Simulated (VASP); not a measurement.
Input of a VASP 6.6.1 run:

The input INCAR:

```
PREC = Accurate
ENCUT = 520
EDIFF = 1E-7
ISMEAR = 0
SIGMA = 0.05
LREAL = F
LASPH = T
NELM = 100
ALGO = Normal
ISIF = 2
LWAVE = F
LCHARG = F
GGA = PE
NBANDS = 12
```

KPOINTS

```
regular mesh
0
Gamma
  8 8 8
```

Contents of POSCAR:

```
LiCl
1.0
    0.0000000000      2.5647600000      2.6994099000
    2.5647600000      0.0000000000      2.6994099000
    2.5647600000      2.5647600000      0.0000000000
Li Cl
1 1
Direct
    0.0000000000      0.0000000000      0.0000000000
    0.5000000000      0.5000000000      0.5000000000
```

Potentials or basis: VASP PAW PBE potentials, release 64 (Li_sv, Cl).

Launch:

```console
$ cat potpaw_PBE.64/Li_sv/POTCAR potpaw_PBE.64/Cl/POTCAR > POTCAR
$ mpirun -np 1 vasp_std > vasp.out
```

Q: Predict the band gap on the k mesh.

A: 5.99 eV.

Caveat: the cell differs from its parent crystal (strain +0.0525 x Voigt [0, 0, 1, 0, 0, 0]). A k mesh can miss the band edges.
